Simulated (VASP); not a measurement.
# Rb (Cmcm) in VASP: notebook, part 3 of 3

VASP 6.6.1. The steps go on from the part before.

### Step 4. Single point, PBE

This run uses another cell than the first one, of 24.22 Å³/atom.

INCAR

```
SYSTEM = Rb
  PREC = Accurate
  ENCUT = 520
  EDIFF = 1E-6
  ISMEAR = 0
  SIGMA = 0.1
  LREAL = .FALSE.
  LASPH = .TRUE.
  NELM = 60
  ALGO = Fast
  ISIF = 2
  LWAVE = .FALSE.
  LCHARG = .TRUE.
  GGA = PE
  LELF = .TRUE.
  LVHAR = .TRUE.
  NBANDS = 16
```

KPOINTS

```
regular mesh
0
G
  14 14 8
  0 0 0
```

POSCAR

```
Rb
1.0
    1.6106880932     -2.7928941174      0.0000000000
    1.6106880932      2.7928941174      0.0000000000
    0.0000000000      0.0000000000      5.3840505991
Rb
2
Direct
    0.8333212287      0.1666787713      0.7500000000
    0.1666787713      0.8333212287      0.2500000000
```

Potentials or basis: VASP PAW PBE potentials, release 64 (Rb_sv).

The run is started by

```sh
cat potpaw_PBE.64/Rb_sv/POTCAR > POTCAR
mpirun -np 1 vasp_std > vasp.out
```

OUTCAR:

```text
SYSTEM = Rb
   PREC = Accurate
   ENCUT = 520
   EDIFF = 1E-6
   ISMEAR = 0
   LREAL = .FALSE.
   LASPH = .TRUE.
   NELM = 60
   ISIF = 2
   GGA = PE

 ion  position               nearest neighbor table
   1  0.833  0.167  0.750-   2 3.27   2 3.27   2 3.27   2 3.27   2 3.27   2 3.27   2 4.59   2 4.59
                             2 4.59   2 4.59   2 4.59   2 4.59   2 5.61   2 5.61   2 5.61   2 5.61
   2  0.167  0.833  0.250-   1 3.27   1 3.27   1 3.27   1 3.27   1 3.27   1 3.27   1 4.59   1 4.59
                             1 4.59   1 4.59   1 4.59   1 4.59   1 5.61   1 5.61   1 5.61   1 5.61

  LATTYP: Found a base centered orthorhombic cell.
 ALAT       =     3.2213761864
 B/A-ratio  =     1.7339757643
 C/A-ratio  =     1.6713510896

  Lattice vectors:

 A1 = (   1.6106880932,  -2.7928941174,   0.0000000000)
 A2 = (   1.6106880932,   2.7928941174,   0.0000000000)
 A3 = (   0.0000000000,   0.0000000000,   5.3840505991)

Analysis of symmetry for initial positions (statically):
=====================================================================
 Subroutine PRICEL returns:
 Original cell was already a primitive cell.

 Routine SETGRP: Setting up the symmetry group for a
 base centered orthorhombic supercell.

 Subroutine GETGRP returns: Found  8 space group operations
 (whereof  4 operations were pure point group operations)
 out of a pool of  8 trial point group operations.

The static configuration has the point symmetry C_2h.
 The point group associated with its full space group is D_2h.

Analysis of symmetry for dynamics (positions and initial velocities):
=====================================================================
 Subroutine PRICEL returns:
 Original cell was already a primitive cell.

 Routine SETGRP: Setting up the symmetry group for a
 base centered orthorhombic supercell.

 Subroutine GETGRP returns: Found  8 space group operations
 (whereof  4 operations were pure point group operations)
 out of a pool of  8 trial point group operations.

The dynamic configuration has the point symmetry C_2h.
 The point group associated with its full space group is D_2h.

 Subroutine INISYM returns: Found  8 space group operations
 (whereof  4 operations are pure point group operations),
 and found     1 'primitive' translations

----------------------------------------------------------------------------------------

                                     Primitive cell

  volume of cell :      48.4401

  direct lattice vectors                    reciprocal lattice vectors
     1.610688093 -2.792894117  0.000000000     0.310426334 -0.179025763  0.000000000
     1.610688093  2.792894117  0.000000000     0.310426334  0.179025763  0.000000000
     0.000000000  0.000000000  5.384050599     0.000000000  0.000000000  0.185733767

  length of vectors
     3.224061675  3.224061675  5.384050599     0.358350014  0.358350014  0.185733767

  position of ions in fractional coordinates (direct lattice)
     0.833321229  0.166678771  0.750000000
     0.166678771  0.833321229  0.250000000

  ion indices of the primitive-cell ions
   primitive index   ion index
                 1           1
                 2           2

----------------------------------------------------------------------------------------

 KPOINTS: regular mesh

Automatic generation of k-mesh.
 Grid dimensions read from file:
 generate k-points for:   14   14    8

[... 21 lines left out ...]
  0.071429  0.000000  0.000000      4.000000
  0.142857  0.000000  0.000000      4.000000
  0.214286  0.000000  0.000000      4.000000
  0.285714  0.000000  0.000000      4.000000
  0.357143  0.000000  0.000000      4.000000
[... 16 lines left out ...]
  0.214286  0.142857  0.000000      4.000000
  0.285714  0.142857  0.000000      4.000000
 [... further k-points ...]
   k-points           NKPTS =    285   k-points in BZ     NKDIM =    285   number of bands    NBANDS=     16
   number of dos      NEDOS =    301   number of ions     NIONS =      2
   total plane-waves  NPLWV =  23040
   dimension x,y,z NGX =    24 NGY =   24 NGZ =   40
   dimension x,y,z NGXF=    48 NGYF=   48 NGZF=   80
   ions per type =               2
   NGX,Y,Z   is equivalent  to a cutoff of  12.38, 12.38, 12.35 a.u.
   NGXF,Y,Z  is equivalent  to a cutoff of  24.75, 24.75, 24.70 a.u.
 SYSTEM =  Rb
   PREC   = accura    normal or accurate (medium, high low for compatibility)
   ISTART =      0    job   : 0-new  1-cont  2-samecut
   ICHARG =      2    charge: 1-file 2-atom 10-const
   ISPIN  =      1    spin polarized calculation?
   LNONCOLLINEAR =      F non collinear calculations
   LSORBIT =      F    spin-orbit coupling
   LASPH  =      T    aspherical Exc in radial PAW
   ENCUT  =  520.0 eV  38.22 Ry    6.18 a.u.   5.99  5.99 10.01*2*pi/ulx,y,z
   NELM   =     60;   NELMIN=  2; NELMDL= -5     # of ELM steps
   EDIFF  = 0.1E-05   stopping-criterion for ELM
   LREAL  =      F    real-space projection
   EDIFFG = 0.1E-04   stopping-criterion for IOM
   NSW    =      0    number of steps for IOM
   IBRION =     -1    ionic relax: 0-MD 1-quasi-New 2-CG
   NFREE  =      0    steps in history (QN), initial steepest desc. (CG)
   ISIF   =      2    stress and relaxation
   ISYM   =      2    0-nonsym 1-usesym 2-fastsym
   POTIM  = 0.5000    time-step for ionic-motion
   TEBEG  =    0.0;   TEEND  =   0.0 temperature during run
   PSTRESS=    0.0 pullay stress
   NELECT =      18.0000    total number of electrons
   NUPDOWN=      -1.0000    fix difference up-down
   EMIN   =  10.00;   EMAX   =-10.00  energy-range for DOS
   EFERMI =   0.00;   METHOD = LEGACY
   ISMEAR =     0;   SIGMA  =   0.10  broadening in eV -4-tet -1-fermi 0-gaus
   EFERMI_NEDOS =   21; number of points for ismear=-14 and -15
   IALGO  =     68    algorithm
   IMIX   =      4    mixing-type and parameters
     AMIX     =   0.40;   BMIX     =  1.00
     AMIX_MAG =   1.60;   BMIX_MAG =  1.00
  volume/ion in A,a.u.               =      24.22       163.44
  Fermi-wavevector in a.u.,A,eV,Ry     =   1.176966  2.224144 18.847462  1.385249
  Thomas-Fermi vector in A             =   2.313321
   LORBIT       =      0    0 simple, 1 ext, 2 COOP (PROOUT), +10 PAW based schemes
   GGA     = PE    functional components
   LHFCALC =     F    Hartree Fock is set to
   AEXX    =    0.0000 exact exchange contribution
   IVDW    =     0    specifies the selected vdW correction
   LEPSILON=     F    determine dielectric tensor
   LRPA    =     F    only Hartree local field effects (RPA)
 non-spin polarized calculation
 RMM-DIIS sequential band-by-band and
 Gauss-broadening in eV      SIGMA  =   0.10
  energy-cutoff  :      520.00
  volume of cell :       48.44
 maximum number of plane-waves:      1326
   NGX = 11   NGY = 11   NGZ = 21

 number of electron      17.9999999 magnetization

 Free energy of the ion-electron system (eV)
  ---------------------------------------------------
  ext. energy  EPLUGINS =         0.00000000
  ---------------------------------------------------
  free energy    TOTEN  =         2.93595135 eV

  energy without entropy =        2.94713356  energy(sigma->0) =        2.94154245

 E-fermi :   5.6908     XC(G=0): -10.0034

 val. band max:        5.6797180051   @ k =  -0.2143   0.1429   0.3750
 cond. band min:       5.6955791045   @ k =   0.3571   0.0714   0.2500
 fundamental gap:      0.0158610994
 Fermi energy:         5.6907578550

 k-point     1 :       0.0000    0.0000    0.0000
  band No.  band energies     occupation
      1     -24.4966      2.00000
      2     -23.8170      2.00000
      3     -10.0474      2.00000
      4      -6.8900      2.00000
      5      -6.8863      2.00000
      6      -6.6072      2.00000
[... 433 lines left out ...]
      3      -9.2833      2.00000
      4      -8.8775      2.00000
      5      -8.8252      2.00000
      6      -7.8369      2.00000
[... 8 lines left out ...]
     15      10.5145      0.00000
     16      13.0543      0.00000

 [... further k-points ...]

------------------------ aborting loop because EDIFF is reached ----------------------------------------

  FORCE on cell =-STRESS in cart. coord.  units (eV):
  Direction    XX          YY          ZZ          XY          YZ          ZX
  --------------------------------------------------------------------------------------
  -------------------------------------------------------------------------------------
  Total        7.7063933      7.6953141      7.7018615      0.0000000      0.0000000      0.0000000
  in kB      254.8922923    254.5258428    254.7424028      0.0000000      0.0000000      0.0000000
  external PRESSURE =     254.7201793 kB  Pullay stress =       0.0000000 kB

 VOLUME and BASIS-vectors are now :
 -----------------------------------------------------------------------------
  energy-cutoff  :      520.00
  volume of cell :       48.44
      direct lattice vectors                 reciprocal lattice vectors
     1.610688093 -2.792894117  0.000000000     0.310426334 -0.179025763  0.000000000
     1.610688093  2.792894117  0.000000000     0.310426334  0.179025763  0.000000000
     0.000000000  0.000000000  5.384050599     0.000000000  0.000000000  0.185733767

 POSITION                                       TOTAL-FORCE (eV/Angst)
 -----------------------------------------------------------------------------------
      1.61069     -1.86186      4.03804         0.000000     -0.000109      0.000000
      1.61069      1.86186      1.34601         0.000000      0.000109     -0.000000
 -----------------------------------------------------------------------------------
    total drift:                                0.000000     -0.000000     -0.000000

  FREE ENERGIE OF THE ION-ELECTRON SYSTEM (eV)
  ---------------------------------------------------
  free  energy   TOTEN  =         2.9359513456 eV

  energy  without entropy=        2.9471335556  energy(sigma->0) =        2.94154245
```

OSZICAR:

```text
N       E                     dE             d eps       ncg     rms          rms(c)
DAV:   1     0.870507158613E+02    0.87051E+02   -0.88185E+03  9120   0.104E+03
DAV:   2     0.731336321299E+01   -0.79737E+02   -0.77173E+02 12952   0.204E+02
DAV:   3     0.309184015040E+01   -0.42215E+01   -0.41489E+01 12520   0.423E+01
DAV:   4     0.282788409814E+01   -0.26396E+00   -0.26388E+00 12552   0.638E+00
DAV:   5     0.282628669719E+01   -0.15974E-02   -0.15973E-02 12520   0.538E-01    0.618E+00
RMM:   6     0.292124727796E+01    0.94961E-01   -0.94208E-02  9480   0.169E+00    0.376E+00
RMM:   7     0.293454535629E+01    0.13298E-01   -0.17740E-01 10921   0.219E+00    0.545E-01
RMM:   8     0.293628845344E+01    0.17431E-02   -0.18475E-02 10371   0.898E-01    0.103E-01
RMM:   9     0.293603663937E+01   -0.25181E-03   -0.54615E-03 14514   0.324E-01    0.760E-02
RMM:  10     0.293593962752E+01   -0.97012E-04   -0.70779E-04 15815   0.119E-01    0.959E-02
RMM:  11     0.293594644796E+01    0.68204E-05   -0.22334E-04 15814   0.708E-02    0.819E-02
RMM:  12     0.293595400922E+01    0.75613E-05   -0.68409E-05 14671   0.522E-02    0.479E-02
RMM:  13     0.293595082363E+01   -0.31856E-05   -0.27237E-05 13470   0.225E-02    0.517E-02
RMM:  14     0.293594852055E+01   -0.23031E-05   -0.11076E-05 11948   0.136E-02    0.546E-02
RMM:  15     0.293595070291E+01    0.21824E-05   -0.13724E-05 12010   0.300E-02    0.321E-02
RMM:  16     0.293595134559E+01    0.64269E-06   -0.66533E-06 11591   0.214E-02
   1 F= 0.29359513E+01 E0= 0.29415425E+01  d E =-.111822E-01
```

stdout:

```text
POSCAR found type information on POSCAR Rb
 POSCAR found :  1 types and       2 ions
 scaLAPACK will be used
 LDA part: xc-table for (Slater+PW92), standard interpolation
 POSCAR, INCAR and KPOINTS ok, starting setup
 FFT: planning ... GRIDC
 FFT: planning ... GRID_SOFT
 FFT: planning ... GRID
 WAVECAR not read
 entering main loop
WARNING in EDDRMM: call to ZHEGV failed, returncode =   6  3     14
WARNING in EDDRMM: call to ZHEGV failed, returncode =   6  3     11
WARNING in EDDRMM: call to ZHEGV failed, returncode =   8  4     10
WARNING in EDDRMM: call to ZHEGV failed, returncode =   8  4     12
WARNING in EDDRMM: call to ZHEGV failed, returncode =   6  3     13
WARNING in EDDRMM: call to ZHEGV failed, returncode =   6  3     11
WARNING in EDDRMM: call to ZHEGV failed, returncode =   6  3     11
WARNING in EDDRMM: call to ZHEGV failed, returncode =   6  3     14
WARNING in EDDRMM: call to ZHEGV failed, returncode =   6  3     15
WARNING in EDDRMM: call to ZHEGV failed, returncode =   6  3     14
```

Run time: 2.6 min. Hardware: 1 thread of Intel Xeon Platinum 8259CL at 2.50GHz (Skylake/Cascade Lake), shared host; peak memory 0.28 GiB.

Results:

```yaml
Free_energy: 2.9360 eV
Pressure: 25.5 GPa
Band_gap_on_the_k_mesh: zero (bands 9 and 10 overlap by 1.59 eV)
```

Caveat: the cell stands under pressure.

### Step 5. Summary

| cell | k mesh | gap on the mesh (eV) | pressure (GPa) |
| --- | --- | --- | --- |
| a = 3.694, b = 3.694, c = 6.107 Å, angles 90.0, 90.0, 120.2°, 2 atoms, atomic positions A | 12 × 12 × 6 | none | 12.1 |
| a = 4.250, b = 4.250, c = 6.850 Å, angles 90.0, 90.0, 120.5°, 2 atoms, atomic positions B | 10 × 10 × 6 | none | 3.9 |
| a = 3.224, b = 3.224, c = 5.384 Å, angles 90.0, 90.0, 120.1°, 2 atoms, atomic positions C | 14 × 14 × 8 | none | 25.5 |

Alike in all rows: task single point; level PBE; potentials or basis VASP PAW PBE potentials, release 64 (Rb_sv); no spin polarisation; cutoff (eV) 520; smearing gaussian 0.1 eV.

Caveats: the cell stands under pressure.

Total energies depend on the potentials used, so only differences within one code and one set of settings carry meaning.

The gap in the log of VASP goes by the Fermi energy; the results here count the filled bands.